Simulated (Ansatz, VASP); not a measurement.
# Two plane-wave programs on P

```
P
1.0
    -2.43474    0.00000   -0.00524
     0.00000   -2.43463    0.00000
    -0.01916    0.00000    9.28590
P
4
Direct
  0.00001 0.00000 0.90327
  0.00000 0.00000 0.38712
  0.00000 0.00000 0.12904
  0.00001 0.00000 0.64519
```

Alike in both runs: task single point; functional PBEsol; k mesh 24 × 24 × 6; occupations gaussian, width 0.15 eV; no spin polarisation.

|  | VASP | Ansatz |
| --- | --- | --- |
| version | VASP 6.6.1 | Ansatz 0.2.0 |
| potentials or method | VASP PAW PBE potentials, release 64 (P), cutoff 520 eV | scalar-relativistic, plane waves, PAW |
| valence electrons in the cell | 20 | 20 |

```tsv
	VASP	Ansatz	Ansatz less VASP
gap on the k mesh at the Fermi level (eV)	none	none	-
pressure (GPa)	7.3	7.2	-0.08
traceless stress, the component that is largest in VASP (GPa)	13.03	13.06	+0.030
rms of the force components (eV/Å)	0.943	0.950	+0.0070
```

VASP's potentials were made for PBE, not for PBEsol. Atom by atom the forces differ by 0.009 eV/Å (rms over components). A gap of «none» marks a metal or a gap that the smearing closes. The functional is the same, so the differences come from potentials, cutoffs and numerics.
